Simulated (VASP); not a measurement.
# HfC (F-43m) in VASP: a series of runs, part 2 of 2

VASP 6.6.1. Earlier steps stand in the parts before.

**4. Single point, r2SCAN (volume scaled by 0.980)**

Input file POSCAR:

```
HfC
1.0
    0.0000000000      2.4957897671      2.4957897671
    2.4957897671      0.0000000000      2.4957897671
    2.4957897671      2.4957897671      0.0000000000
Hf C
1 1
Direct
    0.0000000000      0.0000000000      0.0000000000
    0.2500000000      0.2500000000      0.2500000000
```

Input file INCAR.step1:

```
PREC = Accurate ; ENCUT = 520
ISMEAR = 0 ; SIGMA = 0.05
LREAL = F ; LASPH = T
NELM = 60 ; NBANDS = 14
GGA = PE ; ALGO = Normal
EDIFF = 1E-4 ; LWAVE = T
LCHARG = F
```

Input file INCAR.step2:

```
PREC = Accurate ; ENCUT = 520
EDIFF = 1E-6 ; ISMEAR = 0
SIGMA = 0.05 ; LREAL = F
LASPH = T ; NELM = 60
ALGO = Normal ; ISIF = 2
LWAVE = F ; LCHARG = F
METAGGA = R2SCAN ; LMIXTAU = T
NBANDS = 14 ; ISTART = 1
```

Input file KPOINTS:

```
Automatic mesh
0
Gamma
  12 12 12
```

Potentials or basis: VASP PAW PBE potentials, release 64 (Hf_pv, C).

The run is started by

```console
$ cat potpaw_PBE.64/Hf_pv/POTCAR potpaw_PBE.64/C/POTCAR > POTCAR
$ cp INCAR.step1 INCAR
$ mpirun -np 1 vasp_std > vasp.out
$ cp INCAR.step2 INCAR
$ mpirun -np 1 vasp_std > vasp.out
```

OUTCAR:

```text
PREC = Accurate
   ENCUT = 520
   EDIFF = 1E-6
   ISMEAR = 0
   LREAL = F
   LASPH = T
   NELM = 60
   ISIF = 2
   METAGGA = R2SCAN
   ISTART = 1

 ion  position               nearest neighbor table
   1  0.000  0.000  0.000-   2 2.16   2 2.16   2 2.16   2 2.16
   2  0.250  0.250  0.250-   1 2.16   1 2.16   1 2.16   1 2.16

  LATTYP: Found a face centered cubic cell.
 ALAT       =     4.9915795342

  Lattice vectors:

 A1 = (   0.0000000000,   2.4957897671,   2.4957897671)
 A2 = (   2.4957897671,   0.0000000000,   2.4957897671)
 A3 = (   2.4957897671,   2.4957897671,   0.0000000000)

Analysis of symmetry for initial positions (statically):
=====================================================================
 Subroutine PRICEL returns:
 Original cell was already a primitive cell.

 Routine SETGRP: Setting up the symmetry group for a
 face centered cubic supercell.

 Subroutine GETGRP returns: Found 24 space group operations
 (whereof 24 operations were pure point group operations)
 out of a pool of 48 trial point group operations.

The static configuration has the point symmetry T_d .

Analysis of symmetry for dynamics (positions and initial velocities):
=====================================================================
 Subroutine PRICEL returns:
 Original cell was already a primitive cell.

 Routine SETGRP: Setting up the symmetry group for a
 face centered cubic supercell.

 Subroutine GETGRP returns: Found 24 space group operations
 (whereof 24 operations were pure point group operations)
 out of a pool of 48 trial point group operations.

The dynamic configuration has the point symmetry T_d .

 Subroutine INISYM returns: Found 24 space group operations
 (whereof 24 operations are pure point group operations),
 and found     1 'primitive' translations

----------------------------------------------------------------------------------------

                                     Primitive cell

  volume of cell :      31.0924

  direct lattice vectors                    reciprocal lattice vectors
     0.000000000  2.495789767  2.495789767    -0.200337387  0.200337387  0.200337387
     2.495789767  0.000000000  2.495789767     0.200337387 -0.200337387  0.200337387
     2.495789767  2.495789767  0.000000000     0.200337387  0.200337387 -0.200337387

  length of vectors
     3.529579737  3.529579737  3.529579737     0.346994533  0.346994533  0.346994533

  position of ions in fractional coordinates (direct lattice)
     0.000000000  0.000000000  0.000000000
     0.250000000  0.250000000  0.250000000

  ion indices of the primitive-cell ions
   primitive index   ion index
                 1           1
                 2           2

----------------------------------------------------------------------------------------

 KPOINTS: Automatic mesh

Automatic generation of k-mesh.
 Grid dimensions read from file:
 generate k-points for:   12   12   12

 Generating k-lattice:

  Cartesian coordinates                     Fractional coordinates (reciprocal lattice)
    -0.016694782  0.016694782  0.016694782     0.083333333  0.000000000  0.000000000
     0.016694782 -0.016694782  0.016694782     0.000000000  0.083333333  0.000000000
     0.016694782  0.016694782 -0.016694782     0.000000000  0.000000000  0.083333333
[... 40 lines left out ...]
   number of dos      NEDOS =    301   number of ions     NIONS =      2
   total plane-waves  NPLWV =  21952
   dimension x,y,z NGX =    28 NGY =   28 NGZ =   28
   dimension x,y,z NGXF=    56 NGYF=   56 NGZF=   56
   ions per type =               1   1
   NGX,Y,Z   is equivalent  to a cutoff of  13.19, 13.19, 13.19 a.u.
   NGXF,Y,Z  is equivalent  to a cutoff of  26.38, 26.38, 26.38 a.u.
 SYSTEM =  unknown system
   PREC   = accura    normal or accurate (medium, high low for compatibility)
   ISTART =      1    job   : 0-new  1-cont  2-samecut
   ICHARG =      0    charge: 1-file 2-atom 10-const
   ISPIN  =      1    spin polarized calculation?
   LNONCOLLINEAR =      F non collinear calculations
   LSORBIT =      F    spin-orbit coupling
   LASPH  =      T    aspherical Exc in radial PAW
   ENCUT  =  520.0 eV  38.22 Ry    6.18 a.u.   6.56  6.56  6.56*2*pi/ulx,y,z
   NELM   =     60;   NELMIN=  2; NELMDL=  0     # of ELM steps
   EDIFF  = 0.1E-05   stopping-criterion for ELM
   LREAL  =      F    real-space projection
   EDIFFG = 0.1E-04   stopping-criterion for IOM
   NSW    =      0    number of steps for IOM
   IBRION =     -1    ionic relax: 0-MD 1-quasi-New 2-CG
   NFREE  =      0    steps in history (QN), initial steepest desc. (CG)
   ISIF   =      2    stress and relaxation
   ISYM   =      2    0-nonsym 1-usesym 2-fastsym
   POTIM  = 0.5000    time-step for ionic-motion
   TEBEG  =    0.0;   TEEND  =   0.0 temperature during run
   PSTRESS=    0.0 pullay stress
   NELECT =      14.0000    total number of electrons
   NUPDOWN=      -1.0000    fix difference up-down
   EMIN   =  10.00;   EMAX   =-10.00  energy-range for DOS
   EFERMI =   0.00;   METHOD = LEGACY
   ISMEAR =     0;   SIGMA  =   0.05  broadening in eV -4-tet -1-fermi 0-gaus
   EFERMI_NEDOS =   21; number of points for ismear=-14 and -15
   IALGO  =     38    algorithm
   IMIX   =      4    mixing-type and parameters
     AMIX     =   0.40;   BMIX     =  1.00
     AMIX_MAG =   1.60;   BMIX_MAG =  1.00
  volume/ion in A,a.u.               =      15.55       104.91
  Fermi-wavevector in a.u.,A,eV,Ry     =   1.254776  2.371183 21.421865  1.574463
  Thomas-Fermi vector in A             =   2.388565
   LORBIT       =      0    0 simple, 1 ext, 2 COOP (PROOUT), +10 PAW based schemes
   METAGGA = R2SCAN    functional components
   LHFCALC =     F    Hartree Fock is set to
   AEXX    =    0.0000 exact exchange contribution
   IVDW    =     0    specifies the selected vdW correction
   LEPSILON=     F    determine dielectric tensor
   LRPA    =     F    only Hartree local field effects (RPA)
 non-spin polarized calculation
 Gauss-broadening in eV      SIGMA  =   0.05
  energy-cutoff  :      520.00
  volume of cell :       31.09
 maximum number of plane-waves:       869
 NGX is ok and might be reduce to    28
   NGX = 13   NGY = 13   NGZ = 13

 number of electron      13.9999999 magnetization

 Free energy of the ion-electron system (eV)
  ---------------------------------------------------
  ext. energy  EPLUGINS =         0.00000000
  ---------------------------------------------------
  free energy    TOTEN  =       -56.05337384 eV

  energy without entropy =      -56.05337384  energy(sigma->0) =      -56.05337384

 E-fermi :   4.0135     XC(G=0): -11.5886

 val. band max:        3.7114299889   @ k =  -0.2500   0.5000   0.2500
 cond. band min:       4.2577504002   @ k =  -0.2500   0.5000   0.2500
 fundamental gap:      0.5463204113
 Fermi energy:         4.0134746867

 k-point     1 :       0.0000    0.0000    0.0000
  band No.  band energies     occupation
      1     -26.8577      2.00000
      2     -26.8577      2.00000
      3     -26.8577      2.00000
      4      -7.6291      2.00000
      5       1.2819      2.00000
      6       1.2819      2.00000
      7       1.2819      2.00000
      8       7.5994      0.00000
      9       7.7597      0.00000
     10       7.7597      0.00000
     11      13.6319      0.00000
     12      13.6319      0.00000
     13      13.6319      0.00000
     14      16.6628      0.00000
[... 377 lines left out ...]
      1     -27.2005      2.00000
      2     -26.9783      2.00000
      3     -26.9258      2.00000
      4      -5.7326      2.00000
      5       0.8477      2.00000
      6       1.6045      2.00000
      7       2.2816      2.00000
      8       6.8069      0.00000
      9       7.9454      0.00000
     10       8.7791      0.00000
     11      11.9139      0.00000
     12      12.1021      0.00000
     13      12.6987      0.00000
     14      16.6623      0.00000

 [... further k-points ...]

------------------------ aborting loop because EDIFF is reached ----------------------------------------

  FORCE on cell =-STRESS in cart. coord.  units (eV):
  Direction    XX          YY          ZZ          XY          YZ          ZX
  --------------------------------------------------------------------------------------
  -------------------------------------------------------------------------------------
  Total        0.5949072      0.5949072      0.5949072      0.0000000      0.0000000     -0.0000000
  in kB       30.6553157     30.6553157     30.6553157      0.0000000      0.0000000     -0.0000000
  external PRESSURE =      30.6553157 kB  Pullay stress =       0.0000000 kB

 VOLUME and BASIS-vectors are now :
 -----------------------------------------------------------------------------
  energy-cutoff  :      520.00
  volume of cell :       31.09
      direct lattice vectors                 reciprocal lattice vectors
     0.000000000  2.495789767  2.495789767    -0.200337387  0.200337387  0.200337387
     2.495789767  0.000000000  2.495789767     0.200337387 -0.200337387  0.200337387
     2.495789767  2.495789767  0.000000000     0.200337387  0.200337387 -0.200337387

 POSITION                                       TOTAL-FORCE (eV/Angst)
 -----------------------------------------------------------------------------------
      0.00000      0.00000      0.00000         0.000000      0.000000      0.000000
      1.24789      1.24789      1.24789        -0.000000     -0.000000     -0.000000
 -----------------------------------------------------------------------------------
    total drift:                                0.000000      0.000000      0.000000

  FREE ENERGIE OF THE ION-ELECTRON SYSTEM (eV)
  ---------------------------------------------------
  free  energy   TOTEN  =       -56.0533738381 eV

  energy  without entropy=      -56.0533738381  energy(sigma->0) =      -56.05337384
```

It took 96 s on 1 thread of Intel Xeon Platinum 8259CL at 2.50GHz (Skylake/Cascade Lake), shared host; peak memory 0.18 GiB.

What came out:

```yaml
Free_energy: -56.0534 eV
Pressure: 3.1 GPa
Band_gap_on_the_k_mesh: 0.55 eV, direct
```

Caveat: the cell differs from its parent crystal (volume scaled by 0.980); the PAW data sets were made with another functional, which shifts forces and pressure a little; spin-orbit coupling is left out, which moves the levels of the heavy elements.

**5. Single point, r2SCAN**

This run uses another cell than the first one, of 15.86 Å³/atom, 1.006 times its volume.

Input file POSCAR:

```
HfC
1.0
    0.0000000000      2.5126537230      2.5126537230
    2.5126537230      0.0000000000      2.5126537230
    2.5126537230      2.5126537230      0.0000000000
Hf C
1 1
Direct
    0.0000000000      0.0000000000      0.0000000000
    0.2500000000      0.2500000000      0.2500000000
```

Input file INCAR.step1:

```
SYSTEM = HfC
PREC = Accurate
ENCUT = 520
ISMEAR = 0
SIGMA = 0.05
LREAL = .False.
LASPH = .True.
NELM = 100
NBANDS = 14
GGA = PE
ALGO = Normal
EDIFF = 1E-4
LWAVE = .True.
LCHARG = .False.
```

Input file INCAR.step2:

```
SYSTEM = HfC
PREC = Accurate
ENCUT = 520
EDIFF = 1E-7
ISMEAR = 0
SIGMA = 0.05
LREAL = .False.
LASPH = .True.
NELM = 100
ALGO = Normal
ISIF = 2
LWAVE = .False.
LCHARG = .False.
METAGGA = R2SCAN
LMIXTAU = .True.
NBANDS = 14
ISTART = 1
```

Input file KPOINTS:

```
Automatic mesh
0
Gamma
  12 12 12
  0 0 0
```

The run is started by

```console
$ cat potpaw_PBE.64/Hf_pv/POTCAR potpaw_PBE.64/C/POTCAR > POTCAR
$ cp INCAR.step1 INCAR
$ mpirun -np 1 vasp_std > vasp.out
$ cp INCAR.step2 INCAR
$ mpirun -np 1 vasp_std > vasp.out
```

It took 2.2 min on 1 thread of Intel Xeon Platinum 8259CL at 2.50GHz (Skylake/Cascade Lake), shared host; peak memory 0.18 GiB.

The run converged. Its results:

| Quantity | Value |
| --- | --- |
| Free energy | -56.0587 eV |
| Pressure | -0.4 GPa |
| Band gap on the k mesh | 0.58 eV, direct |

Levels at points of the mesh, in eV from the valence-band top:
```tsv
k point	band 5	band 6	band 7	band 8	band 9	band 10
(0.00, 0.00, 0.00)	-2.35	-2.35	-2.35	3.81	4.01	4.01
(0.50, 0.00, 0.00)	-3.01	-1.70	-1.70	4.37	4.81	4.81
(0.50, 0.50, 0.00)	-4.18	-0.06	-0.06	0.77	4.96	5.78
```

Caveat: the PAW data sets were made with another functional, which shifts forces and pressure a little; spin-orbit coupling is left out, which moves the levels of the heavy elements. A k mesh can miss the band edges.

**6. The runs side by side**

```csv
level,cell,k mesh,gap on the mesh (eV),pressure (GPa)
PBE,"a = 3.546 Å, angles 60.0°, 2 atoms",8 × 8 × 8,0.27,2.5
r2SCAN,"a = 3.505 Å, angles 60.0°, 2 atoms",12 × 12 × 12,0.52,6.9
r2SCAN,"a = 3.530 Å, angles 60.0°, 2 atoms",12 × 12 × 12,0.55,3.1
r2SCAN,"a = 3.553 Å, angles 60.0°, 2 atoms",12 × 12 × 12,0.58,-0.4
```

Alike in all rows: task single point; potentials or basis VASP PAW PBE potentials, release 64 (Hf_pv, C); no spin polarisation; cutoff (eV) 520; smearing gaussian 0.05 eV.

Caveats: spin-orbit coupling is left out, which moves the levels of the heavy elements; the PAW data sets were made with another functional, which shifts forces and pressure a little (some runs).

Total energies depend on the potentials used, so only differences within one code and one set of settings carry meaning.
